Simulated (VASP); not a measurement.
Input of a VASP 6.6.1 run:

The input INCAR:

```
SYSTEM = MnPt2
PREC = Accurate ; ENCUT = 520
EDIFF = 1E-6 ; ISMEAR = -1
SIGMA = 0.05 ; LREAL = .False.
LASPH = .True. ; NELM = 150
ALGO = Normal ; ISIF = 2
LWAVE = .False. ; LCHARG = .False.
ISPIN = 2 ; MAGMOM = 0 0 4
LORBIT = 11 ; LMAXMIX = 4
GGA = CA ; NBANDS = 28
```

Contents of KPOINTS:

```
Automatic mesh
0
Gamma
  11 11 4
  0 0 0
```

POSCAR

```
MnPt2
1.0
    2.8000532941      0.0000000000      0.0000000000
   -1.4000266470      2.4249172847      0.0000000000
    0.0000000000      0.0000000000      6.3991501735
Pt Mn
2 1
Direct
    0.6666666667      0.3333333333      0.3162060000
    0.3333333333      0.6666666667      0.6837940000
    0.0000000000      0.0000000000      0.0000000000
```

Potentials or basis: VASP PAW LDA potentials, release 64 (Pt, Mn_pv).

Run with:

```bash
$ cat potpaw_LDA.64/Pt/POTCAR potpaw_LDA.64/Mn_pv/POTCAR > POTCAR
$ mpirun -np 1 vasp_std > vasp.out
```

Q: Predict the pressure.

A: -6.8 GPa.

Q: Estimate the net moment.

A: 3.69 μB per cell.

Forces on the atoms (eV/Å):
```
Pt   0.000  0.000 -0.011
Pt   0.000  0.000  0.011
Mn   0.000  0.000  0.000
```
